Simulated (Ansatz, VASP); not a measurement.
**Two plane-wave programs on GaP**

```xyz
2
Lattice="0.0000 2.7252 2.7252 2.7252 0.0000 2.7252 2.7252 2.7252 0.0000" Properties=species:S:1:pos:R:3 pbc="T T T"
Ga    0.0000    0.0000    0.0000
P     1.3626    1.3626    1.3626
```

Alike in both runs: task relaxation of cell and atoms; functional LDA; k mesh 8 × 8 × 8; occupations gaussian, width 0.02 eV; no spin polarisation.

|  | VASP | Ansatz |
| --- | --- | --- |
| version | VASP 6.6.1 | Ansatz 0.2.0 |
| potentials or method | VASP PAW LDA potentials, release 64 (Ga_d, P), cutoff 500 eV | scalar-relativistic, plane waves, PAW |
| valence electrons in the cell | 18 | 18 |

```csv
,VASP,Ansatz,Ansatz less VASP
"gap on the k mesh at the Fermi level, each at its own relaxed structure (eV)",1.43,1.43,-0.001
relaxed volume (Å³/atom),19.61,19.59,-0.024
relaxed length of the cell vector where the two differ most in proportion (Å),3.814,3.812,-0.0016
```

LDA's correlation is that of Perdew and Zunger in VASP and of Perdew and Wang (1992) in Ansatz.
